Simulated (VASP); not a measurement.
# Au (P6/mmm) in VASP: settings compared, part 2 of 2

VASP 6.6.1. The steps go on from the part before.

**5. Single point, PBE+U**

File INCAR:

```
SYSTEM = Au
PREC = Accurate
ENCUT = 520
EDIFF = 1E-6
ISMEAR = -1
SIGMA = 0.08
LREAL = .FALSE.
LASPH = .TRUE.
NELM = 150
ALGO = Normal
ISIF = 2
LWAVE = .FALSE.
LCHARG = .TRUE.
LMAXMIX = 4
LDAU = .TRUE.
LDAUTYPE = 2
LDAUL = 2
LDAUU = 3
LDAUJ = 0
LDAUPRINT = 1
GGA = PE
LELF = .TRUE.
LVHAR = .TRUE.
NBANDS = 24
```

File KPOINTS:

```
regular mesh
0
G
  9 9 12
  0 0 0
```

File POSCAR:

```
Au
1.0
    3.7635286291      0.0000000000      0.0000000000
   -1.8817643146      3.2593114007      0.0000000000
    0.0000000000      0.0000000000      2.2426212803
Au
3
Direct
    0.0000000000      0.0000000000      0.0000000000
    0.3333333333      0.6666666667      0.5000000000
    0.6666666667      0.3333333333      0.5000000000
```

Potentials or basis: VASP PAW PBE potentials, release 64 (Au).

Started as:

```console
cat potpaw_PBE.64/Au/POTCAR > POTCAR
mpirun -np 1 vasp_std > vasp.out
```

OUTCAR:

```text
SYSTEM = Au
   PREC = Accurate
   ENCUT = 520
   EDIFF = 1E-6
   ISMEAR = -1
   LREAL = .FALSE.
   LASPH = .TRUE.
   NELM = 150
   ISIF = 2
   GGA = PE

 ion  position               nearest neighbor table
   1  0.000  0.000  0.000-   2 2.45   3 2.45   2 2.45   3 2.45   3 2.45   3 2.45   2 2.45   2 2.45
                             3 2.45   3 2.45   2 2.45   2 2.45
   2  0.333  0.667  0.500-   3 2.17   3 2.17   3 2.17   1 2.45   1 2.45   1 2.45   1 2.45   1 2.45
                             1 2.45   3 3.12   3 3.12   3 3.12   3 3.12   3 3.12   3 3.12
   3  0.667  0.333  0.500-   2 2.17   2 2.17   2 2.17   1 2.45   1 2.45   1 2.45   1 2.45   1 2.45
                             1 2.45   2 3.12   2 3.12   2 3.12   2 3.12   2 3.12   2 3.12

  LATTYP: Found a hexagonal cell.
 ALAT       =     3.7635286291
 C/A-ratio  =     0.5958826148

  Lattice vectors:

 A1 = (   3.7635286291,   0.0000000000,   0.0000000000)
 A2 = (  -1.8817643146,   3.2593114007,   0.0000000000)
 A3 = (   0.0000000000,   0.0000000000,   2.2426212803)

Analysis of symmetry for initial positions (statically):
=====================================================================
 Subroutine PRICEL returns:
 Original cell was already a primitive cell.

 Routine SETGRP: Setting up the symmetry group for a
 hexagonal supercell.

 Subroutine GETGRP returns: Found 24 space group operations
 (whereof 24 operations were pure point group operations)
 out of a pool of 24 trial point group operations.

The static configuration has the point symmetry D_6h.

[... 246 lines left out ...]
  o =  0.9685  v =  0.0000  0.0000  0.0000  0.0000  0.0000 -0.0050 -0.0000  0.0000 -0.0000  1.0000      0.0000  0.0000  0.0000  0.0000  0.0000  0.0000  0.0000  0.0000  0.0000  0.0000
  o =  0.9685  v = -0.0050 -0.0000  0.0000 -0.0000  1.0000  0.0000  0.0000  0.0000  0.0000  0.0000      0.0000  0.0000  0.0000  0.0000  0.0000  0.0000  0.0000  0.0000  0.0000  0.0000
  o =  0.9685  v =  0.0000  0.0000  0.0000  0.0000  0.0000  1.0000 -0.0000  0.0000  0.0000  0.0050      0.0000  0.0000  0.0000  0.0000  0.0000  0.0000  0.0000  0.0000  0.0000  0.0000
  o =  0.9685  v =  1.0000 -0.0000  0.0000  0.0000  0.0050  0.0000  0.0000  0.0000  0.0000  0.0000      0.0000  0.0000  0.0000  0.0000  0.0000  0.0000  0.0000  0.0000  0.0000  0.0000
  o =  0.9709  v = -0.0000  0.4967  0.0000  0.8679  0.0000  0.0000  0.0000  0.0000  0.0000  0.0000      0.0000  0.0000  0.0000  0.0000  0.0000  0.0000  0.0000  0.0000  0.0000  0.0000
  o =  0.9709  v =  0.0000  0.0000  0.0000  0.0000  0.0000 -0.0000  0.4967  0.0000  0.8679  0.0000      0.0000  0.0000  0.0000  0.0000  0.0000  0.0000  0.0000  0.0000  0.0000  0.0000
  o =  0.9709  v =  0.0000  0.0000  0.0000  0.0000  0.0000  0.0000  0.8679  0.0000 -0.4967  0.0000      0.0000  0.0000  0.0000  0.0000  0.0000  0.0000  0.0000  0.0000  0.0000  0.0000
  o =  0.9709  v =  0.0000  0.8679  0.0000 -0.4967  0.0000  0.0000  0.0000  0.0000  0.0000  0.0000      0.0000  0.0000  0.0000  0.0000  0.0000  0.0000  0.0000  0.0000  0.0000  0.0000

 number of electron      33.0000002 magnetization

 Free energy of the ion-electron system (eV)
  ---------------------------------------------------
  ext. energy  EPLUGINS =         0.00000000
  ---------------------------------------------------
  free energy    TOTEN  =        18.74259804 eV

  energy without entropy =       18.75163730  energy(sigma->0) =       18.74711767

 E-fermi :  24.1012     XC(G=0): -16.6730

 val. band max:       24.0595937132   @ k =   0.3333  -0.0000   0.1667
 cond. band min:      24.1654450177   @ k =   0.2222  -0.0000   0.5000
 fundamental gap:      0.1058513044
 Fermi energy:        24.1011768786

 k-point     1 :       0.0000    0.0000    0.0000
  band No.  band energies     occupation
      1       5.7537      2.00000
      2       6.9756      2.00000
      3      10.8854      2.00000
      4      11.4963      2.00000
      5      12.2610      2.00000
      6      12.2610      2.00000
[... 637 lines left out ...]
     23      39.0503      0.00000
     24      41.3359      0.00000

 [... further k-points ...]
[... 5 lines left out ...]
  --------------------------------------------------------------------------------------
  -------------------------------------------------------------------------------------
  Total       98.3986629     98.3986629     98.5892372     -0.0000000     -0.0000000      0.0000000
  in kB     5730.8990800   5730.8990801   5741.9984411     -0.0000001     -0.0000000      0.0000000
  external PRESSURE =    5734.5988671 kB  Pullay stress =       0.0000000 kB

 VOLUME and BASIS-vectors are now :
 -----------------------------------------------------------------------------
  energy-cutoff  :      520.00
  volume of cell :       27.51
      direct lattice vectors                 reciprocal lattice vectors
     3.763528629  0.000000000  0.000000000     0.265708089  0.153406637  0.000000000
    -1.881764315  3.259311401  0.000000000     0.000000000  0.306813273  0.000000000
     0.000000000  0.000000000  2.242621280     0.000000000  0.000000000  0.445906765

 POSITION                                       TOTAL-FORCE (eV/Angst)
 -----------------------------------------------------------------------------------
      0.00000      0.00000      0.00000         0.000000      0.000000     -0.000000
     -0.00000      2.17287      1.12131        -0.000000      0.000000      0.000000
      1.88176      1.08644      1.12131         0.000000      0.000000     -0.000000
 -----------------------------------------------------------------------------------
    total drift:                                0.000000      0.000000     -0.000000

  FREE ENERGIE OF THE ION-ELECTRON SYSTEM (eV)
  ---------------------------------------------------
  free  energy   TOTEN  =        18.7425980353 eV

  energy  without entropy=       18.7516373000  energy(sigma->0) =       18.74711767
```

It took 64 s on 1 thread of Intel Xeon 8259CL, shared host; peak memory 0.17 GiB.

Results:

```yaml
Free_energy: 18.7426 eV
Pressure: 573.5 GPa
Band_gap_on_the_k_mesh: zero (an odd number of electrons rules out a gap without spin polarisation)
```

Eigenvalues of the final occupation matrices:
```
    site  spin  trace               eigenvalues
site 1 d     1   4.79  0.95 0.95 0.96 0.96 0.96
site 1 d     2   4.79  0.95 0.95 0.96 0.96 0.96
site 2 d     1   4.84  0.96 0.97 0.97 0.97 0.97
site 2 d     2   4.84  0.96 0.97 0.97 0.97 0.97
site 3 d     1   4.84  0.96 0.97 0.97 0.97 0.97
site 3 d     2   4.84  0.96 0.97 0.97 0.97 0.97
```

Caveat: the cell stands under pressure; spin-orbit coupling is left out, which moves the levels of the heavy elements; U without spin polarisation on a metal has little footing; the U is typed as a test and isn't derived for this compound.

**6. Summary**

```csv
level,U,cell,gap on the mesh (eV),pressure (GPa)
PBE,-,"a = 4.000, b = 4.000, c = 2.382 Å, angles 90.0, 90.0, 120.0°, 3 atoms",none,286.4
PBE,-,"a = 4.588, b = 4.588, c = 2.716 Å, angles 90.0, 90.0, 120.0°, 3 atoms",none,18.7
PBE+U,Au d U = 3.0 eV,"a = 3.764, b = 3.764, c = 2.243 Å, angles 90.0, 90.0, 120.0°, 3 atoms",none,573.5
```

Alike in all rows: task single point; potentials or basis VASP PAW PBE potentials, release 64 (Au); no spin polarisation; k mesh 9 × 9 × 12; cutoff (eV) 520; smearing fermi-dirac 0.08 eV.

Caveats: the cell stands under pressure; spin-orbit coupling is left out, which moves the levels of the heavy elements; U without spin polarisation on a metal has little footing (at least some runs); the U is typed as a test and isn't derived for this compound (at least some runs).

Absolute energies hang on the potentials; compare differences alone.
